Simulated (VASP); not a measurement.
Wanted: the native input for a VASP 6.6.1 run.

```
Task                   : relaxation of cell and atoms
Functional             : PBE
Potentials or basis    : VASP PAW PBE potentials, release 64 (Rh_pv)
Cutoff                 : 600 eV
k mesh                 : 12 × 12 × 8
Occupations            : gaussian, width 0.1 eV
Spin                   : no spin polarisation
Dipole correction      : no
Further INCAR settings : ALGO = Normal; EDIFF = 1e-06; IBRION = 2; EDIFFG = -0.02; NSW = 90; ISIF = 3
```

The structure of Rh lies in POSCAR:

```
Rh
1.0
    2.7309790422      0.0000000000      0.0000000000
   -1.3654895211      2.3650972278      0.0000000000
    0.0000000000      0.0000000000      4.4284890000
Rh
2
Direct
    0.6666666700      0.3333333300      0.7500000000
    0.3333333300      0.6666666700      0.2500000000
```

This isn't the form of Rh at room conditions, which is fcc.

The input as run:

INCAR

```
PREC     = Accurate       # precision mode
ENCUT    = 600            # plane-wave cutoff, eV
EDIFF    = 1E-6           # SCF threshold, eV
ISMEAR   = 0              # smearing method
SIGMA    = 0.1            # smearing width, eV
LREAL    = False          # projectors in reciprocal space
LASPH    = True           # aspherical terms in the spheres
NELM     = 80             # most SCF steps
ALGO     = Normal         # electronic algorithm
ISIF     = 3              # what is computed and relaxed
LWAVE    = False          # write WAVECAR
LCHARG   = False          # write CHGCAR
GGA      = PE             # functional
IBRION   = 2              # ionic algorithm
NSW      = 90             # ionic steps
EDIFFG   = -0.02          # ionic threshold
```

KPOINTS

```
Automatic mesh
0
Gamma
  12 12 8
```

Potentials or basis: VASP PAW PBE potentials, release 64 (Rh_pv).

Run with:

```console
$ cat potpaw_PBE.64/Rh_pv/POTCAR > POTCAR
$ mpirun -np 1 vasp_std > vasp.out
```

Results of the run:

| Item | Value |
| --- | --- |
| Relaxed volume | 14.09 Å³/atom |
| Relaxed cell | a = 2.721 Å, b = 2.721 Å, c = 4.395 Å, α = 90.00°, β = 90.00°, γ = 120.00° |
| Space group after relaxing (to 0.1 Å) | P6_3/mmc (No. 194) |
| Energy gained by relaxing | 2.5 meV/atom |
| Ionic steps | 5 |
| Pressure after relaxing | 0.0 GPa |
| Band gap on the k mesh | zero (bands 15 and 16 overlap by 2.31 eV) |

Wall time 2.8 min on 1 thread of Intel Xeon 8259CL, with other jobs on the host, peak memory 0.2 GiB.
